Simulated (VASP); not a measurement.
Input of a VASP 6.6.1 run:

INCAR

```
PREC = Accurate
ENCUT = 520
EDIFF = 1E-6
ISMEAR = -1
SIGMA = 0.05
LREAL = False
LASPH = True
NELM = 150
ALGO = Normal
ISIF = 2
LWAVE = False
LCHARG = True
ISPIN = 2
MAGMOM = 1
LORBIT = 11
LMAXMIX = 4
GGA = PE
LELF = True
LVHAR = True
NBANDS = 16
```

File KPOINTS:

```
regular mesh
0
Gamma
  13 13 13
```

Contents of POSCAR:

```
Nb
1.0
    2.6455253889      0.0000000000      0.0000000000
    0.0000000000      2.6455253889      0.0000000000
    0.0000000000      0.0000000000      2.6455253889
Nb
1
Direct
    0.0000000000      0.0000000000      0.0000000000
```

Potentials or basis: VASP PAW PBE potentials, release 64 (Nb_sv).

Command:

```console
$ cat potpaw_PBE.64/Nb_sv/POTCAR > POTCAR
$ mpirun -np 1 vasp_std > vasp.out
```

Problem. What does it give for the pressure?

Solution. 12.2 GPa.

Problem. Predict the net moment.

Solution. 0.00 μB per cell.
